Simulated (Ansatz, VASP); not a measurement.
Two plane-wave programs on SiNi

Contents of INCAR:

```
PREC = Accurate
ENCUT = 520
EDIFF = 1E-7
ISMEAR = -1
SIGMA = 0.05
LREAL = False
LASPH = True
NELM = 150
ALGO = Normal
ISIF = 2
LWAVE = False
LCHARG = True
ISPIN = 2
MAGMOM = 1.25 1.25 1.25 1.25 0 0 0 0
LORBIT = 11
NUPDOWN = 5.0
LMAXMIX = 4
GGA = PS
LELF = True
LVHAR = True
NBANDS = 42
```

File KPOINTS:

```
regular mesh
0
Gamma
  5 5 5
```

Contents of POSCAR:

```
SiNi
1.0
    4.5036940000      0.0000000000      0.0000000000
    0.0000000000      4.5036940000      0.0000000000
    0.0000000000      0.0000000000      4.5036940000
Ni Si
4 4
Direct
    0.1495040000      0.1495040000      0.1495040000
    0.6495040000      0.3504960000      0.8504960000
    0.8504960000      0.6495040000      0.3504960000
    0.3504960000      0.8504960000      0.6495040000
    0.8468300000      0.8468300000      0.8468300000
    0.3468300000      0.6531700000      0.1531700000
    0.1531700000      0.3468300000      0.6531700000
    0.6531700000      0.1531700000      0.3468300000
```

input.yaml

```yaml
crystal:
  lattice:
    - [4.503694, 0.0, 0.0]
    - [0.0, 4.503694, 0.0]
    - [0.0, 0.0, 4.503694]
  atoms:
    - { symbol: Ni, position: [0.149504, 0.149504, 0.149504], spin: 1.25 }
    - { symbol: Ni, position: [0.649504, 0.350496, 0.850496], spin: 1.25 }
    - { symbol: Ni, position: [0.850496, 0.649504, 0.350496], spin: 1.25 }
    - { symbol: Ni, position: [0.350496, 0.850496, 0.649504], spin: 1.25 }
    - { symbol: Si, position: [0.84683, 0.84683, 0.84683] }
    - { symbol: Si, position: [0.34683, 0.65317, 0.15317] }
    - { symbol: Si, position: [0.15317, 0.34683, 0.65317] }
    - { symbol: Si, position: [0.65317, 0.15317, 0.34683] }
hamiltonian:
  xc: pbesol
  pseudopotentials: { kind: paw }
magnetization:
  spin_polarized: true
  initial_magnetization: 5.0
  spin_locking: { lock_magnetization: hard }
kpoints:
  mp_grid: { grid: [5, 5, 5] }
scf:
  occupations: { method: fermi_dirac, width: 0.05 }
  lower_state_search: "off"
output:
  forces: true
  stress: true
  eigenvalues: true
```

Alike in both runs: task single point; functional PBEsol; k mesh 5 × 5 × 5; occupations fermi-dirac, width 0.05 eV; collinear spin; fixed moment 5 μB.

|  | VASP | Ansatz |
| --- | --- | --- |
| version | VASP 6.6.1 | Ansatz 0.2.0 |
| potentials or method | VASP PAW PBE potentials, release 64 (Ni, Si) | Ansatz PAW |
| plane-wave cutoff (eV) | 520 | 420 |
| valence electrons in the cell | 56 | 88 |

```csv
,VASP,Ansatz,Ansatz less VASP
pressure (GPa),5.7,5.5,-0.21
rms of the force components (eV/Å),0.092,0.093,+0.0014
net moment per atom (μB),0.62,0.62,0.000
size of the moment on the site where the two differ most (μB),0.20,0.21,+0.018
```

VASP's potentials were made for PBE, not for PBEsol. Site moments also hang on the region over which each program counts them. Atom by atom the forces differ by 0.001 eV/Å (rms over components). The functional is the same, so the differences come from potentials, cutoffs and numerics. VASP's potentials hold 56 valence electrons a cell and Ansatz's 88, so a difference there can come from the potentials and not from the codes.
